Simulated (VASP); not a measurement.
Crystal: CuO (Tenorite).

```
Cu O
1.0
     2.32120   -1.69627    0.00000
     2.32120    1.69627    0.00000
    -0.85195    0.00000    5.05944
Cu O
2 2
Direct
  0.49680 0.00320 0.50000
  0.00320 0.49680 0.00000
  0.40560 0.57140 0.75370
  0.57140 0.40560 0.25370
```

Base run:

| Item | Value |
| --- | --- |
| Program | VASP 6.6.1 |
| Functional | PBEsol |
| Potentials or basis | VASP PAW PBE potentials, release 64 (Cu, O) |
| Cutoff | 520 eV |
| k mesh | 8 × 8 × 5 |
| Occupations | fermi-dirac, width 0.05 eV |
| Spin | no spin polarisation |

Its results: band gap on the k mesh zero (band 17 reaches 6.00 eV, above the bottom of band 18 at 5.52 eV); pressure 1.4 GPa; largest force 0.790 eV/Å.

The run is repeated on the same cell with these changes: potentials or basis from VASP PAW PBE potentials, release 64 (Cu, O) to VASP PAW PBE potentials, release 64 (Cu_sv_GW, O); cutoff from 520 eV to 700 eV; further incar settings from ALGO = Normal; EDIFF = 1e-06; NBANDS = 25 to ALGO = Normal; EDIFF = 1e-06; NBANDS = 33; valence electrons from 34 to 50. What comes out?

Band gap on the k mesh zero (band 25 reaches 6.03 eV, above the bottom of band 26 at 5.56 eV); pressure -2.2 GPa; largest force 0.775 eV/Å.

Caveats: the PAW data sets were made with another functional, which shifts forces and pressure a little; semilocal functionals often make such compounds metallic where correlation or magnetic order opens a gap, which also shifts bond lengths.
